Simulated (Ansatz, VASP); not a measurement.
**One calculation of HgTe, two programs**

```xyz
2
Lattice="0.0000 2.9215 2.8923 2.9215 0.0000 2.8923 2.9215 2.9215 0.0000" Properties=species:S:1:pos:R:3 pbc="T T T"
Hg    0.0000    0.0000    0.0000
Te    2.9215    2.9215    2.8923
```

Change from the starting cell: zz strain of -1 %.

Alike in both runs: task single point; functional LDA; k mesh 10 × 10 × 10; occupations fermi-dirac, width 0.08 eV; no spin polarisation.

|  | VASP | Ansatz |
| --- | --- | --- |
| version | VASP 6.6.1 | Ansatz 0.2.0 |
| potentials or method | VASP PAW LDA potentials, release 64 (Hg, Te), cutoff 500 eV | all-electron LAPW, scalar-relativistic |

```tsv
	VASP	Ansatz	Ansatz less VASP
pressure (GPa)	5.3	4.8	-0.58
traceless stress, the component that is largest in VASP (GPa)	0.96	0.92	-0.037
```

LDA's correlation is that of Perdew and Zunger in VASP and of Perdew and Wang (1992) in Ansatz. Ansatz ran all-electron here, and VASP with PAW potentials.

Neither program's run includes spin-orbit coupling.
